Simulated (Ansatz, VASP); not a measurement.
## Hf5H2: VASP beside Ansatz

```
CELL_PARAMETERS angstrom
3.21285 0.00000 0.00000
-1.60642 2.78241 0.00000
0.00000 0.00000 26.59183
ATOMIC_POSITIONS crystal
Hf 0.33333 0.66667 0.04690
Hf 0.66667 0.33333 0.15419
Hf 0.33333 0.66667 0.45310
Hf 0.66667 0.33333 0.34581
Hf 0.33333 0.66667 0.25000
Hf 0.66667 0.33333 0.95310
Hf 0.33333 0.66667 0.84581
Hf 0.66667 0.33333 0.54690
Hf 0.33333 0.66667 0.65419
Hf 0.66667 0.33333 0.75000
H 0.33333 0.66667 0.12315
H 0.33333 0.66667 0.37685
H 0.66667 0.33333 0.87685
H 0.66667 0.33333 0.62315
```

Alike in both runs: functional PBE; k mesh 6 × 6 × 1; occupations gaussian, width 0.2 eV; no spin polarisation.

Ansatz relaxed the structure, and its values are those at the end. VASP's run is a single point on that final structure, the one shown.

|  | VASP | Ansatz |
| --- | --- | --- |
| version | VASP 6.6.1 | Ansatz 0.2.0 |
| potentials or method | VASP PAW PBE potentials, release 64 (Hf_pv, H), cutoff 520 eV | scalar-relativistic, plane waves, PAW |
| valence electrons in the cell | 104 | 264 |

```tsv
	VASP	Ansatz	Ansatz less VASP
gap on the k mesh at the Fermi level (eV)	none	none	-
pressure (GPa)	-0.4	0.2	+0.53
rms of the force components (eV/Å)	0.018	0.018	+0.0004
```

A gap of «none» marks a metal or a gap that the smearing closes. The functional is the same, so the differences come from potentials, cutoffs and numerics. VASP's potentials hold 104 valence electrons a cell and Ansatz's 264, so a difference there can come from the potentials and not from the codes.

The k mesh is coarse, so the values compare programs but aren't converged. Neither program's run includes spin-orbit coupling.
